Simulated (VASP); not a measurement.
# CrO2 (P4_2/mnm) in VASP: further runs

The runs below take CrO2 through single point, with PBE+U.

Program: VASP 6.6.1. These are calculated values, not measurements. Logs are shortened: lines on timing, memory, paths and dates and some standing lists are left out, and cuts for length are marked.

### 1 The cell of the first run

Symmetry: P4_2/mnm, No. 136, tetragonal system. Conventional cell: a = 4.421 Å, b = 4.421 Å, c = 2.917 Å, α = 90.00°, β = 90.00°, γ = 90.00°. Within 2.5 Å of Cr (site symmetry mmm) lie 6 O at 1.88 to 1.92 Å. O (site symmetry m2m) has 3 Cr at 1.88 to 1.92 Å and 1 O at 2.49 Å within 2.5 Å.

### 2 Single point, PBE+U, collinear spin, ferromagnetic start

The input, INCAR:

```
SYSTEM = CrO2
PREC = Accurate
ENCUT = 600
EDIFF = 1E-6
ISMEAR = 0
SIGMA = 0.05
LREAL = .False.
LASPH = .True.
NELM = 200
ALGO = Normal
ISIF = 2
LWAVE = .False.
LCHARG = .False.
ISPIN = 2
MAGMOM = 2 2 0 0 0 0
LORBIT = 11
LMAXMIX = 4
LDAU = .True.
LDAUTYPE = 2
LDAUL = 2 -1
LDAUU = 3.7 0
LDAUJ = 0 0
LDAUPRINT = 1
GGA = PE
NBANDS = 39
GGA_COMPAT = .False.
```

The input, KPOINTS:

```
regular mesh
0
Gamma
  4 4 6
  0 0 0
```

The input, POSCAR:

```
CrO2
1.0
    4.4210000000      0.0000000000      0.0000000000
    0.0000000000      4.4210000000      0.0000000000
    0.0000000000      0.0000000000      2.9170000000
Cr O
2 4
Direct
    0.0000000000      0.0000000000      0.0000000000
    0.5000000000      0.5000000000      0.5000000000
    0.3010000000      0.3010000000      0.0000000000
    0.1990000000      0.8010000000      0.5000000000
    0.6990000000      0.6990000000      0.0000000000
    0.8010000000      0.1990000000      0.5000000000
```

Potentials or basis: VASP PAW PBE potentials, release 64 (Cr_sv, O).

Command:

```
> cat potpaw_PBE.64/Cr_sv/POTCAR potpaw_PBE.64/O/POTCAR > POTCAR
> mpirun -np 1 vasp_std > vasp.out
```

OUTCAR:

```text
SYSTEM = CrO2
   PREC = Accurate
   ENCUT = 600
   EDIFF = 1E-6
   ISMEAR = 0
   LREAL = .False.
   LASPH = .True.
   NELM = 200
   ISIF = 2
   ISPIN = 2
   LORBIT = 11
   GGA = PE

 ion  position               nearest neighbor table
   1  0.000  0.000  0.000-   3 1.88   5 1.88   4 1.92   6 1.92   4 1.92   6 1.92
   2  0.500  0.500  0.500-   4 1.88   6 1.88   5 1.92   3 1.92   3 1.92   5 1.92
   3  0.301  0.301  0.000-   1 1.88   2 1.92   2 1.92
   4  0.199  0.801  0.500-   2 1.88   1 1.92   1 1.92
   5  0.699  0.699  0.000-   1 1.88   2 1.92   2 1.92
   6  0.801  0.199  0.500-   2 1.88   1 1.92   1 1.92

  LATTYP: Found a simple tetragonal cell.
 ALAT       =     4.4210000000
 C/A-ratio  =     0.6598054739

  Lattice vectors:

 A1 = (   4.4210000000,   0.0000000000,   0.0000000000)
 A2 = (   0.0000000000,   4.4210000000,   0.0000000000)
 A3 = (   0.0000000000,   0.0000000000,   2.9170000000)

Analysis of symmetry for initial positions (statically):
=====================================================================
 Subroutine PRICEL returns:
 Original cell was already a primitive cell.

 Routine SETGRP: Setting up the symmetry group for a
 simple tetragonal supercell.

 Subroutine GETGRP returns: Found 16 space group operations
 (whereof  8 operations were pure point group operations)
 out of a pool of 16 trial point group operations.

The static configuration has the point symmetry D_2h.
 The point group associated with its full space group is D_4h.

Analysis of symmetry for dynamics (positions and initial velocities):
=====================================================================
 Subroutine PRICEL returns:
 Original cell was already a primitive cell.

 Routine SETGRP: Setting up the symmetry group for a
 simple tetragonal supercell.

 Subroutine GETGRP returns: Found 16 space group operations
 (whereof  8 operations were pure point group operations)
 out of a pool of 16 trial point group operations.

The dynamic configuration has the point symmetry D_2h.
 The point group associated with its full space group is D_4h.

Analysis of structural, dynamic, and magnetic symmetry:
=====================================================================
 Subroutine PRICEL returns:
 Original cell was already a primitive cell.

 Routine SETGRP: Setting up the symmetry group for a
 simple tetragonal supercell.

 Subroutine GETGRP returns: Found 16 space group operations
 (whereof  8 operations were pure point group operations)
 out of a pool of 16 trial point group operations.

The overall configuration has the point symmetry D_2h.
 The point group associated with its full space group is D_4h.

 Subroutine INISYM returns: Found 16 space group operations
 (whereof  8 operations are pure point group operations),
 and found     1 'primitive' translations

----------------------------------------------------------------------------------------

                                     Primitive cell

  volume of cell :      57.0135

  direct lattice vectors                    reciprocal lattice vectors
     4.421000000  0.000000000  0.000000000     0.226193169  0.000000000  0.000000000
     0.000000000  4.421000000  0.000000000     0.000000000  0.226193169  0.000000000
     0.000000000  0.000000000  2.917000000     0.000000000  0.000000000  0.342817964

  length of vectors
     4.421000000  4.421000000  2.917000000     0.226193169  0.226193169  0.342817964

  position of ions in fractional coordinates (direct lattice)
     0.000000000  0.000000000  0.000000000
     0.500000000  0.500000000  0.500000000
     0.301000000  0.301000000  0.000000000
     0.199000000  0.801000000  0.500000000
     0.699000000  0.699000000  0.000000000
     0.801000000  0.199000000  0.500000000

  ion indices of the primitive-cell ions
   primitive index   ion index
                 1           1
                 2           2
                 3           3
                 4           4
                 5           5
                 6           6

----------------------------------------------------------------------------------------

 KPOINTS: regular mesh
[... 107 lines left out ...]
 NGX is ok and might be reduce to    36
   NGX = 17   NGY = 17   NGZ = 11

atom =   1  type =  1  l = 2

 onsite density matrix

spin component  1

  0.5040  0.0000  0.2704  0.0000  0.0000
  0.0000  0.5503  0.0000  0.2657  0.0000
  0.2704  0.0000  0.7045  0.0000 -0.0000
  0.0000  0.2657  0.0000  0.5503  0.0000
  0.0000  0.0000 -0.0000  0.0000  0.4213

spin component  2

  0.1617  0.0000 -0.0737  0.0000 -0.0000
  0.0000  0.1326  0.0000 -0.0714  0.0000
 -0.0737  0.0000  0.0887  0.0000  0.0000
  0.0000 -0.0714  0.0000  0.1326  0.0000
 -0.0000  0.0000  0.0000  0.0000  0.0813

 occupancies and eigenvectors

  o =  0.0429  v =  0.0000  0.0000  0.0000  0.0000  0.0000 -0.5274  0.0000 -0.8496  0.0000  0.0000      0.0000  0.0000  0.0000  0.0000  0.0000  0.0000  0.0000  0.0000  0.0000  0.0000
[... 35 lines left out ...]
  o =  0.2040  v =  0.0000  0.0000  0.0000  0.0000  0.0000 -0.0000 -0.7071 -0.0000 -0.7071 -0.0000      0.0000  0.0000  0.0000  0.0000  0.0000  0.0000  0.0000  0.0000  0.0000  0.0000
  o =  0.2075  v =  0.0000  0.0000  0.0000  0.0000  0.0000 -0.8496  0.0000 -0.5274  0.0000  0.0000      0.0000  0.0000  0.0000  0.0000  0.0000  0.0000  0.0000  0.0000  0.0000  0.0000
  o =  0.2846  v =  0.0000 -0.7071  0.0000 -0.7071 -0.0000  0.0000  0.0000  0.0000  0.0000  0.0000      0.0000  0.0000  0.0000  0.0000  0.0000  0.0000  0.0000  0.0000  0.0000  0.0000
  o =  0.3159  v = -0.8208  0.0000 -0.5712  0.0000  0.0000  0.0000  0.0000  0.0000  0.0000  0.0000      0.0000  0.0000  0.0000  0.0000  0.0000  0.0000  0.0000  0.0000  0.0000  0.0000
  o =  0.4213  v =  0.0000  0.0000 -0.0000  0.0000 -1.0000  0.0000  0.0000  0.0000  0.0000  0.0000      0.0000  0.0000  0.0000  0.0000  0.0000  0.0000  0.0000  0.0000  0.0000  0.0000
  o =  0.8160  v =  0.0000 -0.7071  0.0000  0.7071 -0.0000  0.0000  0.0000  0.0000  0.0000  0.0000      0.0000  0.0000  0.0000  0.0000  0.0000  0.0000  0.0000  0.0000  0.0000  0.0000
  o =  0.8927  v = -0.5712  0.0000  0.8208  0.0000 -0.0000  0.0000  0.0000  0.0000  0.0000  0.0000      0.0000  0.0000  0.0000  0.0000  0.0000  0.0000  0.0000  0.0000  0.0000  0.0000

 number of electron      52.0000013 magnetization       3.9999935

 Free energy of the ion-electron system (eV)
  ---------------------------------------------------
  ext. energy  EPLUGINS =         0.00000000
  ---------------------------------------------------
  free energy    TOTEN  =       -45.06928018 eV

  energy without entropy =      -45.06745892  energy(sigma->0) =      -45.06836955

 E-fermi :   6.6320     XC(G=0): -11.9290

 val. band max:        6.6311417545   @ k =   0.2500   0.0000   0.0000
 cond. band min:       6.6332700117   @ k =   0.2500   0.2500   0.5000
 fundamental gap:      0.0021282573
 Fermi energy:         6.6320083677

 spin component 1

 k-point     1 :       0.0000    0.0000    0.0000
  band No.  band energies     occupation
      1     -66.9740      1.00000
      2     -66.9686      1.00000
      3     -38.3440      1.00000
      4     -38.3440      1.00000
      5     -38.2791      1.00000
      6     -38.2791      1.00000
[... 973 lines left out ...]
     37      20.1411      0.00000
     38      20.1412      0.00000
 Fermi energy:         6.6320083677

 spin component 2

 k-point     1 :       0.0000    0.0000    0.0000
  band No.  band energies     occupation
      1     -64.5186      1.00000
      2     -64.5122      1.00000
      3     -36.1295      1.00000
      4     -36.1295      1.00000
      5     -35.9440      1.00000
      6     -35.9440      1.00000
[... 973 lines left out ...]
     37      20.8174      0.00000
     38      20.8187      0.00000
 [bands above 38 left out]

------------------------ aborting loop because EDIFF is reached ----------------------------------------

  FORCE on cell =-STRESS in cart. coord.  units (eV):
  Direction    XX          YY          ZZ          XY          YZ          ZX
  --------------------------------------------------------------------------------------
  -------------------------------------------------------------------------------------
  Total        1.9993704      1.9993704      3.1554068      0.0000000      0.0000000      0.0000000
  in kB       56.1857747     56.1857747     88.6724043      0.0000000      0.0000000      0.0000000
  external PRESSURE =      67.0146512 kB  Pullay stress =       0.0000000 kB

 VOLUME and BASIS-vectors are now :
 -----------------------------------------------------------------------------
  energy-cutoff  :      600.00
  volume of cell :       57.01
      direct lattice vectors                 reciprocal lattice vectors
     4.421000000  0.000000000  0.000000000     0.226193169  0.000000000  0.000000000
     0.000000000  4.421000000  0.000000000     0.000000000  0.226193169  0.000000000
     0.000000000  0.000000000  2.917000000     0.000000000  0.000000000  0.342817964

 POSITION                                       TOTAL-FORCE (eV/Angst)
 -----------------------------------------------------------------------------------
      0.00000      0.00000      0.00000         0.000000      0.000000      0.000000
      2.21050      2.21050      1.45850         0.000000      0.000000      0.000000
      1.33072      1.33072      0.00000        -0.054710     -0.054710      0.000000
      0.87978      3.54122      1.45850         0.054710     -0.054710      0.000000
      3.09028      3.09028      0.00000         0.054710      0.054710      0.000000
      3.54122      0.87978      1.45850        -0.054710      0.054710      0.000000
 -----------------------------------------------------------------------------------
    total drift:                                0.000000      0.000000      0.000000

  FREE ENERGIE OF THE ION-ELECTRON SYSTEM (eV)
  ---------------------------------------------------
  free  energy   TOTEN  =       -45.0692801823 eV

  energy  without entropy=      -45.0674589223  energy(sigma->0) =      -45.06836955

 total charge

# of ion       s       p       d       tot
------------------------------------------
    1        2.155   6.057   3.303  11.515
    2        2.155   6.057   3.303  11.515
    3        1.567   3.492   0.000   5.059
    4        1.567   3.492   0.000   5.059
    5        1.567   3.492   0.000   5.059
    6        1.567   3.492   0.000   5.059
--------------------------------------------------
tot         10.577  26.081   6.606  43.265

 magnetization (x)

# of ion       s       p       d       tot
------------------------------------------
    1        0.013   0.013   2.125   2.152
    2        0.013   0.013   2.125   2.152
    3       -0.005  -0.145   0.000  -0.150
    4       -0.005  -0.145   0.000  -0.150
    5       -0.005  -0.145   0.000  -0.150
    6       -0.005  -0.145   0.000  -0.150
--------------------------------------------------
tot          0.007  -0.553   4.250   3.705
```

Run time: 1.8 min. Hardware: 1 thread of Intel Xeon 6975P-C (Granite Rapids), shared host; peak memory 0.25 GiB.

Results:

* Free energy: -45.0693 eV
* Pressure: 6.7 GPa
* Largest force: 0.077 eV/Å
* Band gap on the k mesh: zero (filled and empty bands overlap)
* Net moment: 4.00 μB per cell
* Site moments: Cr +2.15; O -0.15 μB
* Valence electrons inside the program's atomic spheres: Cr 11.52; O 5.06

Forces in eV/Å, atoms in the order of the input:
```
Cr   0.000  0.000  0.000
Cr   0.000  0.000  0.000
O   -0.055 -0.055  0.000
O    0.055 -0.055  0.000
O    0.055  0.055  0.000
O   -0.055  0.055  0.000
```

Levels at points of the mesh, in eV from the Fermi level:
Spin up:
| k point | band 25 | band 26 | band 27 | band 28 | band 29 | band 30 | band 31 | band 32 |
| --- | --- | --- | --- | --- | --- | --- | --- | --- |
| (0.00, 0.00, 0.00) | -1.18 | -1.02 | -0.70 | -0.70 | -0.07 | 1.52 | 1.73 | 4.29 |
| (0.50, 0.00, 0.00) | -1.00 | -1.00 | -0.80 | -0.80 | 0.66 | 0.66 | 3.96 | 3.96 |
| (0.50, 0.50, 0.00) | -2.05 | -2.05 | -1.68 | -1.68 | 1.29 | 1.29 | 3.28 | 3.28 |
| (0.00, 0.00, 0.50) | -1.84 | -1.84 | 0.35 | 0.35 | 0.37 | 0.37 | 3.06 | 3.06 |
| (0.50, 0.00, 0.50) | -1.56 | -1.56 | -1.37 | -1.37 | 0.92 | 0.92 | 2.29 | 2.29 |
| (0.50, 0.50, 0.50) | -1.58 | -1.58 | -0.33 | -0.33 | 0.19 | 0.19 | 3.58 | 3.58 |
Spin down:
| k point | band 21 | band 22 | band 23 | band 24 | band 25 | band 26 | band 27 | band 28 |
| --- | --- | --- | --- | --- | --- | --- | --- | --- |
| (0.00, 0.00, 0.00) | -1.32 | -1.03 | -1.03 | -0.58 | 2.24 | 2.36 | 2.61 | 2.90 |
| (0.50, 0.00, 0.00) | -2.40 | -2.40 | -1.37 | -1.37 | 2.96 | 2.96 | 3.29 | 3.29 |
| (0.50, 0.50, 0.00) | -2.16 | -2.16 | -1.89 | -1.89 | 2.33 | 2.33 | 2.92 | 2.92 |
| (0.00, 0.00, 0.50) | -3.20 | -3.20 | -2.18 | -2.18 | 2.91 | 2.91 | 3.74 | 3.74 |
| (0.50, 0.00, 0.50) | -2.62 | -2.62 | -1.73 | -1.73 | 2.09 | 2.09 | 3.69 | 3.69 |
| (0.50, 0.50, 0.50) | -1.99 | -1.99 | -1.25 | -1.25 | 2.55 | 2.55 | 3.58 | 3.58 |

Eigenvalues of the final occupation matrices:
```
    site  spin  trace               eigenvalues
site 1 d     1   2.73  0.28 0.32 0.42 0.82 0.89
site 1 d     2   0.60  0.04 0.06 0.08 0.20 0.21
site 2 d     1   2.73  0.28 0.32 0.42 0.82 0.89
site 2 d     2   0.60  0.04 0.06 0.08 0.20 0.21
```

Caveat: the cell stands under pressure; only a ferromagnetic start was run, and an antiferromagnetic order may lie lower in energy. The state reached can hang on the start; a lower one may exist.

### 3 Single point, PBE+U, collinear spin, ferromagnetic start

This run uses another cell than the first one, of 9.94 Å³/atom.

The input, INCAR:

```
PREC = Accurate
ENCUT = 600
EDIFF = 1E-6
ISMEAR = 0
SIGMA = 0.05
LREAL = F
LASPH = T
NELM = 200
ALGO = Normal
ISIF = 2
LWAVE = F
LCHARG = T
ISPIN = 2
MAGMOM = 2.29 2.29 0 0 0 0
LORBIT = 11
LMAXMIX = 4
LDAU = T
LDAUTYPE = 2
LDAUL = 2 -1
LDAUU = 3.7 0
LDAUJ = 0 0
LDAUPRINT = 1
GGA = PE
LELF = T
LVHAR = T
NBANDS = 39
GGA_COMPAT = F
```

The input, KPOINTS:

```
regular mesh
0
Gamma
  6 6 8
```

The input, POSCAR:

```
CrO2
1.0
    4.4808806439      0.0000000000      0.0000000000
    0.0000000000      4.4808806439      0.0000000000
    0.0000000000      0.0000000000      2.9718266420
Cr O
2 4
Direct
    0.0000000000      0.0000000000      0.0000000000
    0.5000000000      0.5000000000      0.5000000000
    0.3033274095      0.3033274095      0.0000000000
    0.1966725905      0.8033274095      0.5000000000
    0.6966725905      0.6966725905      0.0000000000
    0.8033274095      0.1966725905      0.5000000000
```

Potentials or basis: VASP PAW PBE potentials, release 64 (Cr_sv, O).

Command:

```
> cat potpaw_PBE.64/Cr_sv/POTCAR potpaw_PBE.64/O/POTCAR > POTCAR
> mpirun -np 1 vasp_std > vasp.out
```

Wall time 4.7 min (1 thread of Intel Xeon Platinum 8259CL at 2.50GHz (Skylake/Cascade Lake), shared host); peak memory 0.33 GiB.

Results (log left out):

```
Free energy                                           : -45.1165 eV
Pressure                                              : -3.5 GPa
Largest force                                         : 0.222 eV/Å
Band gap on the k mesh                                : zero (filled and empty bands overlap)
Net moment                                            : 4.00 μB per cell
Site moments                                          : Cr +2.21; O -0.18 μB
Valence electrons inside the program's atomic spheres : Cr 11.48; O 5.03
```

Forces in eV/Å, atoms in the order of the input:
```
Cr   0.000  0.000  0.000
Cr   0.000  0.000  0.000
O   -0.157 -0.157  0.000
O    0.157 -0.157  0.000
O    0.157  0.157  0.000
O   -0.157  0.157  0.000
```

Stress tensor (GPa, compression positive):
```
-3.71  0.00  0.00
 0.00 -3.71  0.00
 0.00  0.00 -3.21
```

Levels at points of the mesh, in eV from the Fermi level:
Spin up:
```
           k point  band 25  band 26  band 27  band 28  band 29  band 30  band 31  band 32
(0.00, 0.00, 0.00)    -1.17    -1.16    -0.62    -0.62    -0.02     1.26     1.52     4.12
(0.50, 0.00, 0.00)    -0.94    -0.94    -0.91    -0.91     0.49     0.49     3.68     3.68
(0.50, 0.50, 0.00)    -2.01    -2.01    -1.53    -1.53     1.10     1.10     2.98     2.98
(0.00, 0.00, 0.50)    -1.96    -1.96     0.20     0.20     0.31     0.31     2.82     2.82
(0.50, 0.00, 0.50)    -1.65    -1.65    -1.24    -1.24     0.76     0.76     2.09     2.09
(0.50, 0.50, 0.50)    -1.61    -1.61    -0.28    -0.28     0.07     0.07     3.33     3.33
```
Spin down:
```
           k point  band 20  band 21  band 22  band 23  band 24  band 25  band 26  band 27  band 28  band 29
(0.00, 0.00, 0.00)    -3.01    -1.34    -1.02    -1.02    -0.63     2.39     2.47     2.70     2.94     2.94
(0.50, 0.00, 0.00)    -3.66    -2.35    -2.35    -1.38    -1.38     3.02     3.02     3.32     3.32     3.53
(0.50, 0.50, 0.00)    -2.56    -2.15    -2.15    -1.80    -1.80     2.43     2.43     2.95     2.95     3.51
(0.00, 0.00, 0.50)    -3.29    -3.01    -3.01    -2.13    -2.13     2.93     2.93     3.65     3.65     3.97
(0.50, 0.00, 0.50)    -3.33    -2.52    -2.52    -1.68    -1.68     2.20     2.20     3.59     3.59     3.89
(0.50, 0.50, 0.50)    -3.24    -1.89    -1.89    -1.26    -1.26     2.61     2.61     3.59     3.59     3.79
```

Eigenvalues of the final occupation matrices:
```tsv
site	spin	trace	eigenvalues
site 1 d	1	2.75	0.28 0.31 0.46 0.81 0.89
site 1 d	2	0.56	0.04 0.06 0.07 0.20 0.20
site 2 d	1	2.75	0.28 0.31 0.46 0.81 0.89
site 2 d	2	0.56	0.04 0.06 0.07 0.20 0.20
```

Caveat: the cell stands under tension; only a ferromagnetic start was run, and an antiferromagnetic order may lie lower in energy. The state reached can hang on the start; a lower one may exist.
